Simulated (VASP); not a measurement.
# WC (Immm) in VASP: notebook, part 2 of 2

VASP 6.6.1. The steps go on from the part before.

## Step 5: Single point, r2SCAN (strain +0.0125 x Voigt [0, 0, 0, 1, 0, 0])

Input file POSCAR:

```
WC
1.0
    0.0000000000      2.2063882750      2.2063882750
    2.1926840000      0.0137042750      2.1926840000
    2.1926840000      2.1926840000      0.0137042750
W C
1 1
Direct
    0.0000000000      0.0000000000      0.0000000000
    0.5000000000      0.5000000000      0.5000000000
```

Input file INCAR.step1:

```
SYSTEM = WC
ALGO     = Normal         ! electronic algorithm
EDIFF    = 1E-4           ! SCF threshold, eV
ENCUT    = 520            ! plane-wave cutoff, eV
GGA      = PE             ! functional
ISMEAR   = 0              ! smearing method
LASPH    = .TRUE.         ! aspherical terms in the spheres
LCHARG   = .FALSE.        ! write CHGCAR
LREAL    = .FALSE.        ! projectors in reciprocal space
LWAVE    = .TRUE.         ! write WAVECAR
NBANDS   = 16             ! bands
NELM     = 100            ! most SCF steps
PREC     = Accurate       ! precision mode
SIGMA    = 0.15           ! smearing width, eV
```

Input file INCAR.step2:

```
SYSTEM = WC
ALGO     = Normal         ! electronic algorithm
EDIFF    = 1E-6           ! SCF threshold, eV
ENCUT    = 520            ! plane-wave cutoff, eV
ISIF     = 2              ! what is computed and relaxed
ISMEAR   = 0              ! smearing method
ISTART   = 1            
LASPH    = .TRUE.         ! aspherical terms in the spheres
LCHARG   = .FALSE.        ! write CHGCAR
LMIXTAU  = .TRUE.       
LREAL    = .FALSE.        ! projectors in reciprocal space
LWAVE    = .FALSE.        ! write WAVECAR
METAGGA  = R2SCAN         ! meta-GGA
NBANDS   = 16             ! bands
NELM     = 100            ! most SCF steps
PREC     = Accurate       ! precision mode
SIGMA    = 0.15           ! smearing width, eV
```

Input file KPOINTS:

```
k-points
0
G
  18 18 18
  0 0 0
```

Potentials or basis: VASP PAW PBE potentials, release 64 (W_sv, C).

Started as:

```console
cat potpaw_PBE.64/W_sv/POTCAR potpaw_PBE.64/C/POTCAR > POTCAR
cp INCAR.step1 INCAR
mpirun -np 1 vasp_std > vasp.out
cp INCAR.step2 INCAR
mpirun -np 1 vasp_std > vasp.out
```

OUTCAR:

```text
SYSTEM = WC
   EDIFF = 1E-6
   ENCUT = 520
   ISIF = 2
   ISMEAR = 0
   ISTART = 1
   LASPH = .TRUE.
   LREAL = .FALSE.
   METAGGA = R2SCAN
   NELM = 100
   PREC = Accurate

 ion  position               nearest neighbor table
   1  0.000  0.000  0.000-   2 2.19   2 2.19   2 2.19   2 2.19   2 2.19   2 2.19
   2  0.500  0.500  0.500-   1 2.19   1 2.19   1 2.19   1 2.19   1 2.19   1 2.19

  LATTYP: Found a body centered orthorhombic cell.
 ALAT       =     3.0815426792
 B/A-ratio  =     1.0125786164
 C/A-ratio  =     1.4231079873

  Lattice vectors:

 A1 = (  -2.1926840000,   2.1926840000,   0.0137042750)
 A2 = (  -2.1926840000,  -2.1926840000,  -0.0137042750)
 A3 = (   2.1926840000,   0.0137042750,   2.1926840000)

Analysis of symmetry for initial positions (statically):
=====================================================================
 Subroutine PRICEL returns:
 Original cell was already a primitive cell.

 Routine SETGRP: Setting up the symmetry group for a
 body centered orthorhombic supercell.

 Subroutine GETGRP returns: Found  8 space group operations
 (whereof  8 operations were pure point group operations)
 out of a pool of  8 trial point group operations.

The static configuration has the point symmetry D_2h.

Analysis of symmetry for dynamics (positions and initial velocities):
=====================================================================
 Subroutine PRICEL returns:
 Original cell was already a primitive cell.

 Routine SETGRP: Setting up the symmetry group for a
 body centered orthorhombic supercell.

 Subroutine GETGRP returns: Found  8 space group operations
 (whereof  8 operations were pure point group operations)
 out of a pool of  8 trial point group operations.

The dynamic configuration has the point symmetry D_2h.

 Subroutine INISYM returns: Found  8 space group operations
 (whereof  8 operations are pure point group operations),
 and found     1 'primitive' translations

----------------------------------------------------------------------------------------

                                     Primitive cell

  volume of cell :      21.0834

  direct lattice vectors                    reciprocal lattice vectors
     0.000000000  2.206388275  2.206388275    -0.228031034  0.226614692  0.226614692
     2.192684000  0.013704275  2.192684000     0.228031034 -0.229465192  0.229465192
     2.192684000  2.192684000  0.013704275     0.228031034  0.229465192 -0.229465192

  length of vectors
     3.120304222  3.100953733  3.100953733     0.393327586  0.396619088  0.396619088

  position of ions in fractional coordinates (direct lattice)
     0.000000000  0.000000000  0.000000000
     0.500000000  0.500000000  0.500000000

  ion indices of the primitive-cell ions
   primitive index   ion index
                 1           1
                 2           2

----------------------------------------------------------------------------------------

 KPOINTS: k-points

Automatic generation of k-mesh.
 Grid dimensions read from file:
 generate k-points for:   18   18   18

 Generating k-lattice:

  Cartesian coordinates                     Fractional coordinates (reciprocal lattice)
    -0.012668391  0.012589705  0.012589705     0.055555556  0.000000000  0.000000000
     0.012668391 -0.012748066  0.012748066     0.000000000  0.055555556  0.000000000
     0.012668391  0.012748066 -0.012748066     0.000000000  0.000000000  0.055555556

  Length of vectors
     0.021851533  0.022034394  0.022034394

  Shift w.r.t. Gamma in fractional coordinates (k-lattice)
     0.000000000  0.000000000  0.000000000

 Subroutine IBZKPT returns following result:
 ===========================================

 Found    865 irreducible k-points:

 Following reciprocal coordinates:
            Coordinates               Weight
  0.000000  0.000000  0.000000      1.000000
  0.055556  0.000000  0.000000      4.000000
  0.111111  0.000000  0.000000      4.000000
  0.166667  0.000000  0.000000      4.000000
  0.222222  0.000000  0.000000      4.000000
  0.277778  0.000000 -0.000000      4.000000
[... 16 lines left out ...]
 -0.333333  0.055556 -0.000000      8.000000
 -0.277778  0.055556  0.000000      8.000000
 [... further k-points ...]
   k-points           NKPTS =    865   k-points in BZ     NKDIM =    865   number of bands    NBANDS=     16
   number of dos      NEDOS =    301   number of ions     NIONS =      2
   total plane-waves  NPLWV =  13824
   dimension x,y,z NGX =    24 NGY =   24 NGZ =   24
   dimension x,y,z NGXF=    48 NGYF=   48 NGZF=   48
   ions per type =               1   1
   NGX,Y,Z   is equivalent  to a cutoff of  12.79, 12.87, 12.87 a.u.
   NGXF,Y,Z  is equivalent  to a cutoff of  25.57, 25.73, 25.73 a.u.
 SYSTEM =  WC
   PREC   = accura    normal or accurate (medium, high low for compatibility)
   ISTART =      1    job   : 0-new  1-cont  2-samecut
   ICHARG =      0    charge: 1-file 2-atom 10-const
   ISPIN  =      1    spin polarized calculation?
   LNONCOLLINEAR =      F non collinear calculations
   LSORBIT =      F    spin-orbit coupling
   LASPH  =      T    aspherical Exc in radial PAW
   ENCUT  =  520.0 eV  38.22 Ry    6.18 a.u.   5.80  5.77  5.77*2*pi/ulx,y,z
   NELM   =    100;   NELMIN=  2; NELMDL=  0     # of ELM steps
   EDIFF  = 0.1E-05   stopping-criterion for ELM
   LREAL  =      F    real-space projection
   EDIFFG = 0.1E-04   stopping-criterion for IOM
   NSW    =      0    number of steps for IOM
   IBRION =     -1    ionic relax: 0-MD 1-quasi-New 2-CG
   NFREE  =      0    steps in history (QN), initial steepest desc. (CG)
   ISIF   =      2    stress and relaxation
   ISYM   =      2    0-nonsym 1-usesym 2-fastsym
   POTIM  = 0.5000    time-step for ionic-motion
   TEBEG  =    0.0;   TEEND  =   0.0 temperature during run
   PSTRESS=    0.0 pullay stress
   NELECT =      18.0000    total number of electrons
   NUPDOWN=      -1.0000    fix difference up-down
   EMIN   =  10.00;   EMAX   =-10.00  energy-range for DOS
   EFERMI =   0.00;   METHOD = LEGACY
   ISMEAR =     0;   SIGMA  =   0.15  broadening in eV -4-tet -1-fermi 0-gaus
   EFERMI_NEDOS =   21; number of points for ismear=-14 and -15
   IALGO  =     38    algorithm
   IMIX   =      4    mixing-type and parameters
     AMIX     =   0.40;   BMIX     =  1.00
     AMIX_MAG =   1.60;   BMIX_MAG =  1.00
  volume/ion in A,a.u.               =      10.54        71.14
  Fermi-wavevector in a.u.,A,eV,Ry     =   1.553049  2.934838 32.816742  2.411962
  Thomas-Fermi vector in A             =   2.657336
   LORBIT       =      0    0 simple, 1 ext, 2 COOP (PROOUT), +10 PAW based schemes
   METAGGA = R2SCAN    functional components
   LHFCALC =     F    Hartree Fock is set to
   AEXX    =    0.0000 exact exchange contribution
   IVDW    =     0    specifies the selected vdW correction
   LEPSILON=     F    determine dielectric tensor
   LRPA    =     F    only Hartree local field effects (RPA)
 non-spin polarized calculation
 Gauss-broadening in eV      SIGMA  =   0.15
  energy-cutoff  :      520.00
  volume of cell :       21.08
 maximum number of plane-waves:       584
   NGX = 11   NGY = 11   NGZ = 11

 number of electron      18.0000001 magnetization

 Free energy of the ion-electron system (eV)
  ---------------------------------------------------
  ext. energy  EPLUGINS =         0.00000000
  ---------------------------------------------------
  free energy    TOTEN  =       -60.62802859 eV

  energy without entropy =      -60.61928339  energy(sigma->0) =      -60.62365599

 E-fermi :  12.4001     XC(G=0): -14.8518

 val. band max:       12.3975148305   @ k =  -0.0556  -0.1111   0.0556
 cond. band min:      12.4027176957   @ k =   0.2778   0.2778   0.0000
 fundamental gap:      0.0052028652
 Fermi energy:        12.4001182012

 k-point     1 :       0.0000    0.0000    0.0000
  band No.  band energies     occupation
      1     -65.0562      2.00000
      2     -28.4021      2.00000
      3     -28.3910      2.00000
      4     -28.3795      2.00000
      5      -4.3055      2.00000
      6       9.4727      2.00000
[... 8 lines left out ...]
     15      23.0024      0.00000
     16      36.1578      0.00000
[... 419 lines left out ...]
 k-point    24 :      -0.2778    0.0556    0.0000
  band No.  band energies     occupation
      1     -65.0295      2.00000
      2     -28.7992      2.00000
      3     -28.4500      2.00000
      4     -28.4240      2.00000
      5      -2.0193      2.00000
      6       4.9338      2.00000
[... 8 lines left out ...]
     15      25.7076      0.00000
     16      27.9562      0.00000

 [... further k-points ...]

------------------------ aborting loop because EDIFF is reached ----------------------------------------

  FORCE on cell =-STRESS in cart. coord.  units (eV):
  Direction    XX          YY          ZZ          XY          YZ          ZX
  --------------------------------------------------------------------------------------
  -------------------------------------------------------------------------------------
  Total       -0.4795332     -0.4777494     -0.4777494      0.0000000     -0.2525711      0.0000000
  in kB      -36.4408183    -36.3052581    -36.3052581      0.0000000    -19.1934540      0.0000000
  external PRESSURE =     -36.3504448 kB  Pullay stress =       0.0000000 kB

 VOLUME and BASIS-vectors are now :
 -----------------------------------------------------------------------------
  energy-cutoff  :      520.00
  volume of cell :       21.08
      direct lattice vectors                 reciprocal lattice vectors
     0.000000000  2.206388275  2.206388275    -0.228031034  0.226614692  0.226614692
     2.192684000  0.013704275  2.192684000     0.228031034 -0.229465192  0.229465192
     2.192684000  2.192684000  0.013704275     0.228031034  0.229465192 -0.229465192

 POSITION                                       TOTAL-FORCE (eV/Angst)
 -----------------------------------------------------------------------------------
      0.00000      0.00000      0.00000         0.000000      0.000000      0.000000
      2.19268      2.20639      2.20639         0.000000      0.000000     -0.000000
 -----------------------------------------------------------------------------------
    total drift:                                0.000000     -0.000000     -0.000000

  FREE ENERGIE OF THE ION-ELECTRON SYSTEM (eV)
  ---------------------------------------------------
  free  energy   TOTEN  =       -60.6280285872 eV

  energy  without entropy=      -60.6192833905  energy(sigma->0) =      -60.62365599
```

Run time: 28 min. Hardware: 1 thread of AMD EPYC 9755, shared host; peak memory 0.35 GiB.

What came out:

```yaml
Free_energy: -60.6280 eV
Pressure: -3.6 GPa
Band_gap_on_the_k_mesh: zero (bands 9 and 10 overlap by 3.26 eV)
```

Caveat: the cell differs from its parent crystal (strain +0.0125 x Voigt [0, 0, 0, 1, 0, 0]); the cell stands under tension; the PAW data sets were made with another functional, which shifts forces and pressure a little; spin-orbit coupling is left out, which moves the levels of the heavy elements.

## Step 6: Summary

```csv
cell,gap on the mesh (eV),pressure (GPa)
"a = 3.113, b = 3.101, c = 3.101 Å, angles 59.8, 59.9, 59.9°, 2 atoms",none,-3.7
"a = 3.105, b = 3.101, c = 3.101 Å, angles 59.9°, 2 atoms",none,-3.7
"a = 3.128, b = 3.101, c = 3.101 Å, angles 59.4, 59.7, 59.7°, 2 atoms",none,-3.6
"a = 3.120, b = 3.101, c = 3.101 Å, angles 59.6, 59.8, 59.8°, 2 atoms",none,-3.6
```

Alike in all rows: task single point; level r2SCAN; potentials or basis VASP PAW PBE potentials, release 64 (W_sv, C); no spin polarisation; k mesh 18 × 18 × 18; cutoff (eV) 520; smearing gaussian 0.15 eV.

Caveats: the cell stands under tension; the PAW data sets were made with another functional, which shifts forces and pressure a little; spin-orbit coupling is left out, which moves the levels of the heavy elements.

Absolute energies hang on the potentials; compare differences alone.

The gap in the log of VASP goes by the Fermi energy; the results here count the filled bands.